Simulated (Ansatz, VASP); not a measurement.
## Two plane-wave programs on LiGeN

```
Li Ge N
1.0
    -1.94295    2.31089    2.74065
     1.94295   -2.31089    2.74065
     1.94295    2.31089   -2.74065
Li Ge N
1 1 1
Cartesian
  0.0000 0.0000 0.0000
  0.0000 2.3109 0.0000
  0.0000 0.0000 2.7407
```

Alike in both runs: task relaxation of cell and atoms; functional PBE; k mesh 6 × 6 × 6; occupations gaussian, width 0.1 eV; no spin polarisation.

|  | VASP | Ansatz |
| --- | --- | --- |
| version | VASP 6.6.1 | Ansatz 0.2.0 |
| potentials or method | VASP PAW PBE potentials, release 64 (Li_sv, Ge_d, N), cutoff 600 eV | scalar-relativistic, plane waves, PAW |
| valence electrons in the cell | 22 | 22 |

VASP gave:

```
gap on the k mesh at the Fermi level, each at its own relaxed structure (eV) : none
relaxed volume (Å³/atom)                                                     : 15.57
relaxed length of the cell vector where the two differ most in proportion (Å)              : 4.129
```

Q: Which values does Ansatz return?

A: gap on the k mesh at the Fermi level, each at its own relaxed structure (eV): none; relaxed volume (Å³/atom): 19.02; relaxed length of the cell vector where the two differ most in proportion (Å): 4.690.

A gap of «none» marks a metal or a gap that the smearing closes. One of these differences is far larger than is usual between the two programs; its cause wasn't traced.

Noted on VASP's run: the cutoff is under 1.25 times that of the potentials, so the pressure is a little rough.
